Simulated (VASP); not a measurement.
# SiC (R3m) in VASP: notebook

SiC is run at these levels: PBE; tasks: single point.

Everything below comes from runs of VASP 6.6.1. Logs are shortened: lines on timing, memory, paths and dates and some standing lists are left out, and cuts for length are marked.

### 1 The cell of the first run

The structure is trigonal, space group R3m (No. 160). The conventional cell has a = 3.210 Å, b = 3.210 Å, c = 7.738 Å, α = 90.00°, β = 90.00°, γ = 120.00°. Si (site symmetry 3m) has 4 C at 1.93 to 1.96 Å within 2.6 Å. C (site symmetry 3m) has 4 Si at 1.93 to 1.96 Å within 2.6 Å.

### 2 Single point, PBE

INCAR

```
SYSTEM = SiC
ALGO     = Normal         ! electronic algorithm
EDIFF    = 1E-6           ! SCF threshold, eV
ENCUT    = 520            ! plane-wave cutoff, eV
GGA      = PE             ! functional
ISIF     = 2              ! what is computed and relaxed
ISMEAR   = 0              ! smearing method
LASPH    = .True.         ! aspherical terms in the spheres
LCHARG   = .True.         ! write CHGCAR
LELF     = .True.         ! ELF
LREAL    = .False.        ! projectors in reciprocal space
LVHAR    = .True.       
LWAVE    = .False.        ! write WAVECAR
NBANDS   = 11             ! bands
NELM     = 80             ! most SCF steps
PREC     = Accurate       ! precision mode
SIGMA    = 0.05           ! smearing width, eV
```

KPOINTS

```
k-points
0
Gamma
  12 12 12
  0 0 0
```

POSCAR

```
SiC
1.0
    0.0000000000      2.2699277314      2.2699277314
    2.2699277314      0.0000000000      2.2699277314
    2.2458664975      2.2458664975      0.0240612340
Si C
1 1
Direct
    0.0000000000      0.0000000000      0.0000000000
    0.7500000000      0.7500000000      0.7500000000
```

Potentials or basis: VASP PAW PBE potentials, release 64 (Si, C).

Launch:

```
> cat potpaw_PBE.64/Si/POTCAR potpaw_PBE.64/C/POTCAR > POTCAR
> mpirun -np 1 vasp_std > vasp.out
```

OUTCAR:

```text
SYSTEM = SiC
   EDIFF = 1E-6
   ENCUT = 520
   GGA = PE
   ISIF = 2
   ISMEAR = 0
   LASPH = .True.
   LREAL = .False.
   NELM = 80
   PREC = Accurate

 ion  position               nearest neighbor table
   1  0.000  0.000  0.000-   2 1.93   2 1.96   2 1.96   2 1.96
   2  0.750  0.750  0.750-   1 1.93   1 1.96   1 1.96   1 1.96

  LATTYP: Found a trigonal (rhomboedric) cell.
 ALAT       =     3.1762259982
 COS(alpha) =     0.4892583576

  Lattice vectors:

 A1 = (   2.2458664975,  -0.0240612339,  -2.2458664974)
 A2 = (  -0.0240612339,   2.2458664975,  -2.2458664974)
 A3 = (   2.2458664975,   2.2458664975,   0.0240612340)

Analysis of symmetry for initial positions (statically):
=====================================================================
 Subroutine PRICEL returns:
 Original cell was already a primitive cell.

 Routine SETGRP: Setting up the symmetry group for a
 trigonal (rhombohedral) supercell.

 Subroutine GETGRP returns: Found  6 space group operations
 (whereof  6 operations were pure point group operations)
 out of a pool of 12 trial point group operations.

The static configuration has the point symmetry C_3v.

Analysis of symmetry for dynamics (positions and initial velocities):
=====================================================================
 Subroutine PRICEL returns:
 Original cell was already a primitive cell.

 Routine SETGRP: Setting up the symmetry group for a
 trigonal (rhombohedral) supercell.

 Subroutine GETGRP returns: Found  6 space group operations
 (whereof  6 operations were pure point group operations)
 out of a pool of 12 trial point group operations.

The dynamic configuration has the point symmetry C_3v.

 Subroutine INISYM returns: Found  6 space group operations
 (whereof  6 operations are pure point group operations),
 and found     1 'primitive' translations

----------------------------------------------------------------------------------------

                                     Primitive cell

  volume of cell :      23.0200

  direct lattice vectors                    reciprocal lattice vectors
     0.000000000  2.269927731  2.269927731    -0.221457630  0.219085030  0.221457630
     2.269927731  0.000000000  2.269927731     0.219085030 -0.221457630  0.221457630
     2.245866497  2.245866497  0.024061234     0.223830230  0.223830230 -0.223830230

  length of vectors
     3.210162583  3.210162583  3.176225998     0.382210955  0.382210955  0.387685331

  position of ions in fractional coordinates (direct lattice)
     0.000000000  0.000000000  0.000000000
     0.750000000  0.750000000  0.750000000

[... 81 lines left out ...]
   NFREE  =      0    steps in history (QN), initial steepest desc. (CG)
   ISIF   =      2    stress and relaxation
   ISYM   =      2    0-nonsym 1-usesym 2-fastsym
   POTIM  = 0.5000    time-step for ionic-motion
   TEBEG  =    0.0;   TEEND  =   0.0 temperature during run
   PSTRESS=    0.0 pullay stress
   NELECT =       8.0000    total number of electrons
   NUPDOWN=      -1.0000    fix difference up-down
   EMIN   =  10.00;   EMAX   =-10.00  energy-range for DOS
   EFERMI =   0.00;   METHOD = LEGACY
   ISMEAR =     0;   SIGMA  =   0.05  broadening in eV -4-tet -1-fermi 0-gaus
   EFERMI_NEDOS =   21; number of points for ismear=-14 and -15
   IALGO  =     38    algorithm
   IMIX   =      4    mixing-type and parameters
     AMIX     =   0.40;   BMIX     =  1.00
     AMIX_MAG =   1.60;   BMIX_MAG =  1.00
  volume/ion in A,a.u.               =      11.51        77.67
  Fermi-wavevector in a.u.,A,eV,Ry     =   1.150985  2.175047 18.024547  1.324767
  Thomas-Fermi vector in A             =   2.287646
   LORBIT       =      0    0 simple, 1 ext, 2 COOP (PROOUT), +10 PAW based schemes
   GGA     = PE    functional components
   LHFCALC =     F    Hartree Fock is set to
   AEXX    =    0.0000 exact exchange contribution
   IVDW    =     0    specifies the selected vdW correction
   LEPSILON=     F    determine dielectric tensor
   LRPA    =     F    only Hartree local field effects (RPA)
 non-spin polarized calculation
 Gauss-broadening in eV      SIGMA  =   0.05
  energy-cutoff  :      520.00
  volume of cell :       23.02
 maximum number of plane-waves:       632
   NGX = 11   NGY = 11   NGZ = 11

 number of electron       7.9999999 magnetization

 Free energy of the ion-electron system (eV)
  ---------------------------------------------------
  ext. energy  EPLUGINS =         0.00000000
  ---------------------------------------------------
  free energy    TOTEN  =       -14.94563816 eV

  energy without entropy =      -14.94563816  energy(sigma->0) =      -14.94563816

 E-fermi :   7.2810     XC(G=0): -10.8963

 val. band max:        6.9978464781   @ k =   0.0000   0.0000   0.0000
 cond. band min:       8.3967026268   @ k =   0.5000   0.5000   0.0000
 fundamental gap:      1.3988561487
 Fermi energy:         7.2810464845

 k-point     1 :       0.0000    0.0000    0.0000
  band No.  band energies     occupation
      1      -7.6383      2.00000
      2       6.9309      2.00000
      3       6.9309      2.00000
      4       6.9978      2.00000
      5      11.9113      0.00000
      6      13.4500      0.00000
      7      13.4500      0.00000
      8      13.8246      0.00000
      9      20.8605      0.00000
     10      20.8605      0.00000
     11      21.8509      0.00000
[... 309 lines left out ...]
 k-point    24 :      -0.4167    0.1667   -0.0000
  band No.  band energies     occupation
      1      -4.1903      2.00000
      2      -0.5687      2.00000
      3       4.0166      2.00000
      4       5.5517      2.00000
      5      11.7952      0.00000
      6      13.9252      0.00000
      7      15.0328      0.00000
      8      17.1180      0.00000
      9      20.5606      0.00000
     10      21.5650      0.00000
     11      23.9165      0.00000

 [... further k-points ...]
[... 5 lines left out ...]
  --------------------------------------------------------------------------------------
  -------------------------------------------------------------------------------------
  Total       -2.3267610     -2.3267610     -2.3267610      0.3183063     -0.3183063     -0.3183063
  in kB     -161.9410818   -161.9410818   -161.9410818     22.1539142    -22.1539142    -22.1539142
  external PRESSURE =    -161.9410818 kB  Pullay stress =       0.0000000 kB

 VOLUME and BASIS-vectors are now :
 -----------------------------------------------------------------------------
  energy-cutoff  :      520.00
  volume of cell :       23.02
      direct lattice vectors                 reciprocal lattice vectors
     0.000000000  2.269927731  2.269927731    -0.221457630  0.219085030  0.221457630
     2.269927731  0.000000000  2.269927731     0.219085030 -0.221457630  0.221457630
     2.245866497  2.245866497  0.024061234     0.223830230  0.223830230 -0.223830230

 POSITION                                       TOTAL-FORCE (eV/Angst)
 -----------------------------------------------------------------------------------
      0.00000      0.00000      0.00000        -0.041298     -0.041298      0.041298
      3.38685      3.38685      3.42294         0.041298      0.041298     -0.041298
 -----------------------------------------------------------------------------------
    total drift:                               -0.000016     -0.000016      0.000015

  FREE ENERGIE OF THE ION-ELECTRON SYSTEM (eV)
  ---------------------------------------------------
  free  energy   TOTEN  =       -14.9456381616 eV

  energy  without entropy=      -14.9456381616  energy(sigma->0) =      -14.94563816
```

stdout:

```text
POSCAR found type information on POSCAR SiC
 POSCAR found :  2 types and       2 ions
 scaLAPACK will be used
 LDA part: xc-table for (Slater+PW92), standard interpolation
 POSCAR, INCAR and KPOINTS ok, starting setup
 FFT: planning ... GRIDC
 FFT: planning ... GRID_SOFT
 FFT: planning ... GRID
 WAVECAR not read
 entering main loop
```

It took 13 s on 1 thread of Intel Xeon Platinum 8559C (Emerald Rapids), shared host; peak memory 0.16 GiB.

What came out:

```yaml
Free_energy: -14.9456 eV
Pressure: -16.2 GPa
Largest_force: 0.072 eV/Å
Band_gap_on_the_k_mesh: 1.40 eV, indirect (least direct gap 4.34 eV)
```

Forces on the atoms (eV/Å):
```
Si  -0.041 -0.041  0.041
C    0.041  0.041 -0.041
```

Stress tensor (GPa, compression positive):
```
-16.19   2.22  -2.22
  2.22 -16.19  -2.22
 -2.22  -2.22 -16.19
```

Levels at points of the mesh, in eV from the valence-band top:
| k point | band 1 | band 2 | band 3 | band 4 | band 5 | band 6 | band 7 | band 8 | band 9 |
| --- | --- | --- | --- | --- | --- | --- | --- | --- | --- |
| (0.00, 0.00, 0.00) | -14.64 | -0.07 | -0.07 | 0.00 | 4.91 | 6.45 | 6.45 | 6.83 | 13.86 |
| (0.50, 0.00, 0.00) | -11.49 | -8.02 | -1.04 | -1.04 | 4.52 | 6.69 | 6.91 | 9.44 | 14.93 |
| (0.50, 0.50, 0.00) | -10.11 | -7.52 | -3.10 | -2.95 | 1.40 | 3.93 | 12.72 | 12.78 | 13.44 |
| (0.00, 0.00, 0.50) | -11.33 | -8.00 | -1.15 | -1.15 | 4.24 | 6.64 | 6.64 | 9.36 | 14.97 |

### 3 Single point, PBE

INCAR

```
PREC     = Accurate       # precision mode
ENCUT    = 520            # plane-wave cutoff, eV
EDIFF    = 1E-6           # SCF threshold, eV
ISMEAR   = 0              # smearing method
SIGMA    = 0.05           # smearing width, eV
LREAL    = False          # projectors in reciprocal space
LASPH    = True           # aspherical terms in the spheres
NELM     = 80             # most SCF steps
ALGO     = Normal         # electronic algorithm
ISIF     = 2              # what is computed and relaxed
LWAVE    = False          # write WAVECAR
LCHARG   = True           # write CHGCAR
GGA      = PE             # functional
LELF     = True           # ELF
LVHAR    = True         
NBANDS   = 11             # bands
```

KPOINTS

```
Automatic mesh
0
Gamma
  12 12 12
```

POSCAR

```
SiC
1.0
    0.0000000000      2.2457705256      2.2457705256
    2.2457705256      0.0000000000      2.2457705256
    2.2700248473      2.2700248473     -0.0242543217
Si C
1 1
Direct
    0.0000000000      0.0000000000      0.0000000000
    0.7500000000      0.7500000000      0.7500000000
```

Potentials or basis: VASP PAW PBE potentials, release 64 (Si, C).

Launch:

```
> cat potpaw_PBE.64/Si/POTCAR potpaw_PBE.64/C/POTCAR > POTCAR
> mpirun -np 1 vasp_std > vasp.out
```

It took 13 s on 1 thread of Intel Xeon Platinum 8559C (Emerald Rapids), shared host; peak memory 0.15 GiB.

Results (log left out):

- Free energy: -14.9457 eV
- Pressure: -16.2 GPa
- Largest force: 0.050 eV/Å
- Band gap on the k mesh: 1.42 eV, indirect (least direct gap 4.35 eV)

Forces in eV/Å, atoms in the order of the input:
```
Si   0.029  0.029 -0.029
C   -0.029 -0.029  0.029
```

Stress tensor (GPa, compression positive):
```
-16.20  -2.17   2.17
 -2.17 -16.20   2.17
  2.17   2.17 -16.20
```

Levels at points of the mesh, in eV from the valence-band top:
```
           k point  band 2  band 3  band 4  band 5  band 6  band 7
(0.00, 0.00, 0.00)   -0.07    0.00    0.00    4.92    6.42    6.69
(0.50, 0.00, 0.00)   -7.99   -1.08   -1.07    4.40    6.64    6.85
(0.50, 0.50, 0.00)   -7.50   -3.07   -2.93    1.42    3.95   12.76
(0.00, 0.00, 0.50)   -8.01   -0.97   -0.97    4.68    6.90    6.90
```

A k mesh can miss the band edges. A hybrid or GW would open this gap; PBE tends to underestimate it.
